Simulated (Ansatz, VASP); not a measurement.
**Two plane-wave programs on V**

The input POSCAR:

```
V
1.0
    2.3621437499      0.0000000000      0.0000000000
    0.0000000000      2.3621437499      0.0000000000
    0.0000000000      0.0000000000      2.3621437499
V
1
Direct
    0.0000000000      0.0000000000      0.0000000000
```

File INCAR.step1:

```
SYSTEM = V
PREC     = Accurate       ! precision mode
ENCUT    = 520            ! plane-wave cutoff, eV
ISMEAR   = -1             ! smearing method
SIGMA    = 0.1            ! smearing width, eV
LREAL    = .FALSE.        ! projectors in reciprocal space
LASPH    = .TRUE.         ! aspherical terms in the spheres
NELM     = 60             ! most SCF steps
NBANDS   = 12             ! bands
GGA      = PE             ! functional
ALGO     = Normal         ! electronic algorithm
EDIFF    = 1E-4           ! SCF threshold, eV
LWAVE    = .TRUE.         ! write WAVECAR
LCHARG   = .FALSE.        ! write CHGCAR
```

File INCAR.step2:

```
SYSTEM = V
PREC     = Accurate       ! precision mode
ENCUT    = 520            ! plane-wave cutoff, eV
EDIFF    = 1E-6           ! SCF threshold, eV
ISMEAR   = -1             ! smearing method
SIGMA    = 0.1            ! smearing width, eV
LREAL    = .FALSE.        ! projectors in reciprocal space
LASPH    = .TRUE.         ! aspherical terms in the spheres
NELM     = 60             ! most SCF steps
ALGO     = Normal         ! electronic algorithm
ISIF     = 2              ! what is computed and relaxed
LWAVE    = .FALSE.        ! write WAVECAR
LCHARG   = .FALSE.        ! write CHGCAR
METAGGA  = R2SCAN         ! meta-GGA
LMIXTAU  = .TRUE.       
NBANDS   = 12             ! bands
ISTART   = 1
```

The input KPOINTS:

```
regular mesh
0
G
  14 14 14
  0 0 0
```

Input for Ansatz:

```yaml
crystal:
  lattice:
    - [2.3621437499, 0.0, 0.0]
    - [0.0, 2.3621437499, 0.0]
    - [0.0, 0.0, 2.3621437499]
  atoms:
    - { symbol: V, position: [0.0, 0.0, 0.0] }
hamiltonian:
  xc: r2scan
  pseudopotentials:
    kind: paw
    azcp:
      V: "pseudopotentials/V.paw.azcp"
basis:
  ecutwfc: 500
  fft_grid_basis: typed
kpoints:
  mp_grid: { grid: [14, 14, 14], shift: [0, 0, 0] }
magnetization:
  spin_polarized: false
scf:
  occupations: { method: fermi_dirac, width: 0.1 }
  lower_state_search: "off"
output:
  stress: true
  write_density: true
  write_potential: true
  elf: true
  volumetric_format: npy
```

Alike in both runs: task single point; functional r2SCAN; k mesh 14 × 14 × 14; occupations fermi-dirac, width 0.1 eV; no spin polarisation.

|  | VASP | Ansatz |
| --- | --- | --- |
| version | VASP 6.6.1 | Ansatz 0.2.0 |
| potentials or method | VASP PAW PBE potentials, release 64 (V_sv), cutoff 520 eV | plane waves (500 eV) with PAW, scalar-relativistic |
| valence electrons in the cell | 13 | 13 |

VASP gave:

| Property | Result |
| --- | --- |
| pressure (GPa) | 15.9 |

Q: Which values does Ansatz return?

A: Pressure (GPa): 14.6.

VASP's potentials were made for PBE, not for r2SCAN. The functional is the same, so the differences come from potentials, cutoffs and numerics.
